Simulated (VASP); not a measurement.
# Co (P6_3/mmc) in VASP: further runs

The runs below take Co through single point, with LDA.

Everything below comes from runs of VASP 6.6.1. Logs are shortened: lines on timing, memory, paths and dates and some standing lists are left out, and cuts for length are marked.

### 1 The cell of the first run

The structure is hexagonal, space group P6_3/mmc (No. 194). The conventional cell has a = 2.359 Å, b = 2.359 Å, c = 3.806 Å, α = 90.00°, β = 90.00°, γ = 120.00°. Co (site symmetry -6m2) has 12 Co at 2.34 to 2.36 Å within 3.1 Å.

### 2 Single point, LDA, collinear spin, ferromagnetic start

INCAR reads:

```
ALGO = Fast
EDIFF = 1E-6
ENCUT = 520
ISIF = 2
ISMEAR = 0
ISPIN = 2
LASPH = T
LCHARG = F
LMAXMIX = 4
LORBIT = 11
LREAL = F
LWAVE = F
MAGMOM = 1.65 1.65
NBANDS = 20
NELM = 150
NUPDOWN = 3.3
PREC = Accurate
SIGMA = 0.15
```

KPOINTS reads:

```
k-points
0
Gamma
  24 24 12
```

POSCAR reads:

```
Co
1.0
    2.3593161362      0.0000000000      0.0000000000
   -1.1796580681      2.0432277095      0.0000000000
    0.0000000000      0.0000000000      3.8057344492
Co
2
Direct
    0.6666666667      0.3333333333      0.2500000000
    0.3333333333      0.6666666667      0.7500000000
```

Potentials or basis: VASP PAW LDA potentials, release 64 (Co).

Command:

```bash
> cat potpaw_LDA.64/Co/POTCAR > POTCAR
> mpirun -np 1 vasp_std > vasp.out
```

OUTCAR:

```text
EDIFF = 1E-6
   ENCUT = 520
   ISIF = 2
   ISMEAR = 0
   ISPIN = 2
   LASPH = T
   LORBIT = 11
   LREAL = F
   NELM = 150
   NUPDOWN = 3.3
   PREC = Accurate

 ion  position               nearest neighbor table
   1  0.667  0.333  0.250-   2 2.34   2 2.34   2 2.34   2 2.34   2 2.34   2 2.34
   2  0.333  0.667  0.750-   1 2.34   1 2.34   1 2.34   1 2.34   1 2.34   1 2.34

  LATTYP: Found a hexagonal cell.
 ALAT       =     2.3593161362
 C/A-ratio  =     1.6130667657

  Lattice vectors:

 A1 = (   2.3593161362,   0.0000000000,   0.0000000000)
 A2 = (  -1.1796580681,   2.0432277095,   0.0000000000)
 A3 = (   0.0000000000,   0.0000000000,   3.8057344492)

Analysis of symmetry for initial positions (statically):
=====================================================================
 Subroutine PRICEL returns:
 Original cell was already a primitive cell.

 Routine SETGRP: Setting up the symmetry group for a
 hexagonal supercell.

 Subroutine GETGRP returns: Found 24 space group operations
 (whereof 12 operations were pure point group operations)
 out of a pool of 24 trial point group operations.

The static configuration has the point symmetry D_3d.
 The point group associated with its full space group is D_6h.

Analysis of symmetry for dynamics (positions and initial velocities):
=====================================================================
 Subroutine PRICEL returns:
 Original cell was already a primitive cell.

 Routine SETGRP: Setting up the symmetry group for a
 hexagonal supercell.

 Subroutine GETGRP returns: Found 24 space group operations
 (whereof 12 operations were pure point group operations)
 out of a pool of 24 trial point group operations.

The dynamic configuration has the point symmetry D_3d.
 The point group associated with its full space group is D_6h.

Analysis of structural, dynamic, and magnetic symmetry:
=====================================================================
 Subroutine PRICEL returns:
 Original cell was already a primitive cell.

 Routine SETGRP: Setting up the symmetry group for a
 hexagonal supercell.

 Subroutine GETGRP returns: Found 24 space group operations
 (whereof 12 operations were pure point group operations)
 out of a pool of 24 trial point group operations.

The overall configuration has the point symmetry D_3d.
 The point group associated with its full space group is D_6h.

 Subroutine INISYM returns: Found 24 space group operations
 (whereof 12 operations are pure point group operations),
 and found     1 'primitive' translations

----------------------------------------------------------------------------------------

                                     Primitive cell

  volume of cell :      18.3460

  direct lattice vectors                    reciprocal lattice vectors
     2.359316136  0.000000000  0.000000000     0.423851634  0.244710855  0.000000000
    -1.179658068  2.043227709  0.000000000     0.000000000  0.489421710  0.000000000
     0.000000000  0.000000000  3.805734449     0.000000000  0.000000000  0.262761371

  length of vectors
     2.359316136  2.359316136  3.805734449     0.489421710  0.489421710  0.262761371

  position of ions in fractional coordinates (direct lattice)
     0.666666667  0.333333333  0.250000000
     0.333333333  0.666666667  0.750000000

  ion indices of the primitive-cell ions
   primitive index   ion index
                 1           1
                 2           2

----------------------------------------------------------------------------------------

 KPOINTS: k-points

Automatic generation of k-mesh.
 Grid dimensions read from file:
 generate k-points for:   24   24   12

 Generating k-lattice:

  Cartesian coordinates                     Fractional coordinates (reciprocal lattice)
     0.017660485  0.010196286  0.000000000     0.041666667  0.000000000  0.000000000
     0.000000000  0.020392571  0.000000000     0.000000000  0.041666667  0.000000000
     0.000000000  0.000000000  0.021896781     0.000000000  0.000000000  0.083333333

  Length of vectors
     0.020392571  0.020392571  0.021896781

  Shift w.r.t. Gamma in fractional coordinates (k-lattice)
     0.000000000  0.000000000  0.000000000

 Subroutine IBZKPT returns following result:
 ===========================================

 Found    427 irreducible k-points:

 Following reciprocal coordinates:
            Coordinates               Weight
  0.000000  0.000000  0.000000      1.000000
  0.041667  0.000000  0.000000      6.000000
  0.083333  0.000000  0.000000      6.000000
  0.125000  0.000000  0.000000      6.000000
  0.166667  0.000000  0.000000      6.000000
  0.208333  0.000000  0.000000      6.000000
[... 16 lines left out ...]
  0.416667  0.041667  0.000000     12.000000
  0.458333  0.041667  0.000000     12.000000
 [... further k-points ...]
   k-points           NKPTS =    427   k-points in BZ     NKDIM =    427   number of bands    NBANDS=     20
   number of dos      NEDOS =    301   number of ions     NIONS =      2
   total plane-waves  NPLWV =   9072
   dimension x,y,z NGX =    18 NGY =   18 NGZ =   28
   dimension x,y,z NGXF=    36 NGYF=   36 NGZF=   56
   ions per type =               2
   NGX,Y,Z   is equivalent  to a cutoff of  12.68, 12.68, 12.23 a.u.
   NGXF,Y,Z  is equivalent  to a cutoff of  25.37, 25.37, 24.46 a.u.
 SYSTEM =  unknown system
   PREC   = accura    normal or accurate (medium, high low for compatibility)
   ISTART =      0    job   : 0-new  1-cont  2-samecut
   ICHARG =      2    charge: 1-file 2-atom 10-const
   ISPIN  =      2    spin polarized calculation?
   LNONCOLLINEAR =      F non collinear calculations
   LSORBIT =      F    spin-orbit coupling
   LASPH  =      T    aspherical Exc in radial PAW
   ENCUT  =  520.0 eV  38.22 Ry    6.18 a.u.   4.39  4.39  7.08*2*pi/ulx,y,z
   NELM   =    150;   NELMIN=  2; NELMDL= -5     # of ELM steps
   EDIFF  = 0.1E-05   stopping-criterion for ELM
   LREAL  =      F    real-space projection
   EDIFFG = 0.1E-04   stopping-criterion for IOM
   NSW    =      0    number of steps for IOM
   IBRION =     -1    ionic relax: 0-MD 1-quasi-New 2-CG
   NFREE  =      0    steps in history (QN), initial steepest desc. (CG)
   ISIF   =      2    stress and relaxation
   ISYM   =      2    0-nonsym 1-usesym 2-fastsym
   POTIM  = 0.5000    time-step for ionic-motion
   TEBEG  =    0.0;   TEEND  =   0.0 temperature during run
   PSTRESS=    0.0 pullay stress
   NELECT =      18.0000    total number of electrons
   NUPDOWN=       3.3000    fix difference up-down
   EMIN   =  10.00;   EMAX   =-10.00  energy-range for DOS
   EFERMI =   0.00;   METHOD = LEGACY
   ISMEAR =     0;   SIGMA  =   0.15  broadening in eV -4-tet -1-fermi 0-gaus
   EFERMI_NEDOS =   21; number of points for ismear=-14 and -15
   IALGO  =     68    algorithm
   IMIX   =      4    mixing-type and parameters
     AMIX     =   0.40;   BMIX     =  1.00
     AMIX_MAG =   1.60;   BMIX_MAG =  1.00
  volume/ion in A,a.u.               =       9.17        61.90
  Fermi-wavevector in a.u.,A,eV,Ry     =   1.626741  3.074096 36.004931  2.646288
  Thomas-Fermi vector in A             =   2.719651
   LORBIT       =     11    0 simple, 1 ext, 2 COOP (PROOUT), +10 PAW based schemes
   GGA     = CA    functional components
   LHFCALC =     F    Hartree Fock is set to
   AEXX    =    0.0000 exact exchange contribution
   IVDW    =     0    specifies the selected vdW correction
   LEPSILON=     F    determine dielectric tensor
   LRPA    =     F    only Hartree local field effects (RPA)
 spin polarized calculation
 RMM-DIIS sequential band-by-band and
 Gauss-broadening in eV      SIGMA  =   0.15
  energy-cutoff  :      520.00
  volume of cell :       18.35
 maximum number of plane-waves:       525
 NGX is ok and might be reduce to    18
   NGX =  9   NGY =  9   NGZ = 15

 number of electron      18.0000011 magnetization       3.3000003

 Free energy of the ion-electron system (eV)
  ---------------------------------------------------
  ext. energy  EPLUGINS =         0.00000000
  ---------------------------------------------------
  free energy    TOTEN  =       -16.05302586 eV

  energy without entropy =      -16.03692343  energy(sigma->0) =      -16.04497465

 E-fermi :  12.4001     XC(G=0): -14.7500

 val. band max:       13.1574546802   @ k =   0.2500   0.0000   0.4167
 cond. band min:      12.4017652629   @ k =   0.2083   0.1250   0.0833
 fundamental gap:     -0.7556894172
 Fermi energy:        13.1582324298

 spin component 1

 k-point     1 :       0.0000    0.0000    0.0000
  band No.  band energies     occupation
      1       2.5795      1.00000
      2       6.5269      1.00000
      3       9.7052      1.00000
      4       9.7127      1.00000
      5       9.7127      1.00000
      6      10.1356      1.00000
[... 12 lines left out ...]
     19      41.3731      0.00000
     20      41.3732      0.00000
[... 507 lines left out ...]
 k-point    24 :       0.4583    0.0417    0.0000
  band No.  band energies     occupation
      1       6.9190      1.00000
      2       7.0954      1.00000
      3       7.2800      1.00000
      4       9.4917      1.00000
      5       9.6422      1.00000
      6       9.8128      1.00000
[... 12 lines left out ...]
     19      38.2697      0.00000
     20      39.9924      0.00000

 [... further k-points ...]

 spin component 2

 k-point     1 :       0.0000    0.0000    0.0000
  band No.  band energies     occupation
      1       2.8519      1.00000
      2       7.4942      1.00000
      3      11.2053      1.00000
      4      11.2084      1.00000
      5      11.2084      1.00000
      6      11.6823      1.00000
[... 12 lines left out ...]
     19      41.9147      0.00000
     20      41.9147      0.00000
[... 507 lines left out ...]
 k-point    24 :       0.4583    0.0417    0.0000
  band No.  band energies     occupation
      1       7.9648      1.00000
      2       8.1124      1.00000
      3       8.4287      1.00000
      4      10.4352      1.00000
      5      10.9814      1.00000
      6      11.1942      1.00000
[... 12 lines left out ...]
     19      38.9110      0.00000
     20      40.4567      0.00000

 [... further k-points ...]
[... 5 lines left out ...]
  --------------------------------------------------------------------------------------
  -------------------------------------------------------------------------------------
  Total        3.6835624      3.6835624      3.9333240      0.0000000     -0.0000000      0.0000000
  in kB      321.6897504    321.6897504    343.5017208      0.0000000     -0.0000000      0.0000000
  external PRESSURE =     328.9604072 kB  Pullay stress =       0.0000000 kB

 VOLUME and BASIS-vectors are now :
 -----------------------------------------------------------------------------
  energy-cutoff  :      520.00
  volume of cell :       18.35
      direct lattice vectors                 reciprocal lattice vectors
     2.359316136  0.000000000  0.000000000     0.423851634  0.244710855  0.000000000
    -1.179658068  2.043227709  0.000000000     0.000000000  0.489421710  0.000000000
     0.000000000  0.000000000  3.805734449     0.000000000  0.000000000  0.262761371

 POSITION                                       TOTAL-FORCE (eV/Angst)
 -----------------------------------------------------------------------------------
      1.17966      0.68108      0.95143         0.000000     -0.000000      0.000000
     -0.00000      1.36215      2.85430        -0.000000      0.000000      0.000000
 -----------------------------------------------------------------------------------
    total drift:                                0.000000     -0.000000     -0.000000

  FREE ENERGIE OF THE ION-ELECTRON SYSTEM (eV)
  ---------------------------------------------------
  free  energy   TOTEN  =       -16.0530258618 eV

  energy  without entropy=      -16.0369234343  energy(sigma->0) =      -16.04497465

 total charge

# of ion       s       p       d       tot
------------------------------------------
    1        0.573   0.688   7.403   8.664
    2        0.573   0.688   7.403   8.664
--------------------------------------------------
tot          1.146   1.376  14.805  17.327

 magnetization (x)

# of ion       s       p       d       tot
------------------------------------------
    1       -0.007  -0.024   1.657   1.626
    2       -0.007  -0.024   1.657   1.626
--------------------------------------------------
tot         -0.014  -0.048   3.315   3.252
```

It took 3.2 min on 1 thread of Intel Xeon Platinum 8375C at 2.90GHz (Ice Lake), shared host; peak memory 0.3 GiB.

What came out:

- Free energy: -16.0530 eV
- Pressure: 32.9 GPa
- Net moment: 3.30 μB per cell
- Site moments: Co +1.63 μB
- Valence electrons inside the program's atomic spheres: Co 8.66

Caveat: the total moment is fixed, so each spin has its own Fermi level.

### 3 Single point, LDA, collinear spin, ferromagnetic start

INCAR reads:

```
SYSTEM = Co
PREC = Accurate ; ENCUT = 520
EDIFF = 1E-6 ; ISMEAR = 0
SIGMA = 0.15 ; LREAL = .False.
LASPH = .True. ; NELM = 150
ALGO = Normal ; ISIF = 2
LWAVE = .False. ; LCHARG = .True.
ISPIN = 2 ; MAGMOM = 1.1 1.1
LORBIT = 11 ; NUPDOWN = 2.2
LMAXMIX = 4 ; LELF = .True.
LVHAR = .True. ; NBANDS = 20
```

KPOINTS reads:

```
regular mesh
0
Gamma
  24 24 12
  0 0 0
```

POSCAR is that of step 2.

Potentials or basis: VASP PAW LDA potentials, release 64 (Co).

Command:

```bash
> cat potpaw_LDA.64/Co/POTCAR > POTCAR
> mpirun -np 1 vasp_std > vasp.out
```

It took 2.6 min on 1 thread of Intel Xeon Platinum 8375C at 2.90GHz (Ice Lake), shared host; peak memory 0.3 GiB.

The run converged. Its results:

| Item | Value |
| --- | --- |
| Free energy | -16.1385 eV |
| Pressure | 22.4 GPa |
| Net moment | 2.20 μB per cell |
| Site moments | Co +1.09 μB |
| Valence electrons inside the program's atomic spheres | Co 8.66 |

Stress tensor (GPa, compression positive):
```
22.65  0.00  0.00
 0.00 22.65  0.00
 0.00  0.00 21.90
```

Caveat: the total moment is fixed, so each spin has its own Fermi level.

(Continued in part 2 of 2.)
